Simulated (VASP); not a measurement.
Li3Au:

```xyz
4
Lattice="0.0000 3.1510 3.1510 3.1510 0.0000 3.1510 3.1510 3.1510 0.0000" Properties=species:S:1:pos:R:3 pbc="T T T"
Li    1.5755    1.5755    1.5755
Li    4.7265    4.7265    4.7265
Li    3.1510    3.1510    3.1510
Au    0.0000    0.0000    0.0000
```

| Item | Value |
| --- | --- |
| Program | VASP 6.6.1 |
| Task | relaxation of cell and atoms |
| Functional | LDA |
| Potentials or basis | VASP PAW LDA potentials, release 64 (Li_sv, Au) |
| Cutoff | 600 eV |
| k mesh | 6 × 6 × 6 |
| Occupations | gaussian, width 0.1 eV |
| Spin | no spin polarisation |

At the start: pressure -3.4 GPa; volume 15.64 Å³/atom.

Where does the relaxation end?

Over 4 steps the energy falls by 17.5 meV/atom and the volume is 14.14 Å³/atom (-9.6 %); space group Fm-3m (No. 225, to 0.05 Å).

Step by step:
| step | energy change (eV) | largest force (eV/Å) | pressure (GPa) | volume (Å³) |
| --- | --- | --- | --- | --- |
| 1 | 0.0000 | 0.0000 | -3.43 | 62.57 |
| 2 | -0.0509 | 0.0000 | -1.96 | 59.59 |
| 3 | -0.0699 | 0.0000 | -0.21 | 56.87 |
| 4 | -0.0700 | 0.0000 | 0.01 | 56.56 |

Final structure:
```
CELL_PARAMETERS angstrom
0.00000 3.04673 3.04673
3.04673 0.00000 3.04673
3.04673 3.04673 0.00000
ATOMIC_POSITIONS crystal
Li 0.25000 0.25000 0.25000
Li 0.75000 0.75000 0.75000
Li 0.50000 0.50000 0.50000
Au 0.00000 0.00000 0.00000
```

Caveat: the cutoff is under 1.25 times the usual one of these potentials, so pressure, stress and relaxed cells hold a basis-set (Pulay) error.
